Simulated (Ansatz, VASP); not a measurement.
**Two plane-wave programs on ZrS**

```xyz
2
Lattice="0.0000 2.6742 2.6742 2.6250 0.0492 2.6250 2.6250 2.6250 0.0492" Properties=species:S:1:pos:R:3 pbc="T T T"
Zr    0.0000    0.0000    0.0000
S     2.6250    2.6742    2.6742
```

Change from the starting cell: strain +0.0375 x Voigt [0, 0, 0, 1, 0, 0], atoms carried along.

Alike in both runs: task single point; functional r2SCAN; k mesh 16 × 16 × 16; occupations gaussian, width 0.15 eV; no spin polarisation.

|  | VASP | Ansatz |
| --- | --- | --- |
| version | VASP 6.6.1 | Ansatz 0.2.0 |
| potentials or method | VASP PAW PBE potentials, release 64 (Zr_sv, S), cutoff 520 eV | scalar-relativistic, plane waves, PAW |
| valence electrons in the cell | 18 | 18 |

```csv
,VASP,Ansatz,Ansatz less VASP
gap on the k mesh at the Fermi level (eV),none,none,-
pressure (GPa),-1.9,-1.9,+0.01
"traceless stress, the component that is largest in VASP (GPa)",-1.11,-1.12,-0.017
```

VASP's potentials were made for PBE, not for r2SCAN. A gap of «none» marks a metal or a gap that the smearing closes. With one functional, cell and mesh, what is left measures potentials, basis and numerics.
